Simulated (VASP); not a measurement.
A run of VASP 6.6.1:

File INCAR:

```
  ALGO = Normal
  EDIFF = 1E-6
  ENCUT = 520
  GGA = PE
  ISIF = 2
  ISMEAR = 0
  LASPH = True
  LCHARG = True
  LELF = True
  LREAL = False
  LVHAR = True
  LWAVE = False
  NBANDS = 35
  NELM = 60
  PREC = Accurate
  SIGMA = 0.01
```

KPOINTS

```
k-points
0
Gamma
  4 4 6
```

POSCAR

```
SnO2
1.0
    4.7062003841      0.0000000000      0.0000000000
    0.0000000000      4.7062003841      0.0000000000
    0.0000000000      0.0000000000      3.1651134496
Sn O
2 4
Direct
    0.0000000000      0.0000000000      0.0000000000
    0.5000000000      0.5000000000      0.5000000000
    0.3071000000      0.3071000000      0.0000000000
    0.1929000000      0.8071000000      0.5000000000
    0.6929000000      0.6929000000      0.0000000000
    0.8071000000      0.1929000000      0.5000000000
```

Potentials or basis: VASP PAW PBE potentials, release 64 (Sn_d, O).

Launch:

```sh
$ cat potpaw_PBE.64/Sn_d/POTCAR potpaw_PBE.64/O/POTCAR > POTCAR
$ mpirun -np 1 vasp_std > vasp.out
```

Hardware: 1 thread of AMD EPYC 7R13, on a shared host.

Problem. How long does it take, and how much memory?

Solution. Wall time 73 s on 1 thread of AMD EPYC 7R13, on a shared host, peak memory 0.17 GiB. Counts: scf iterations 13, k points 24.
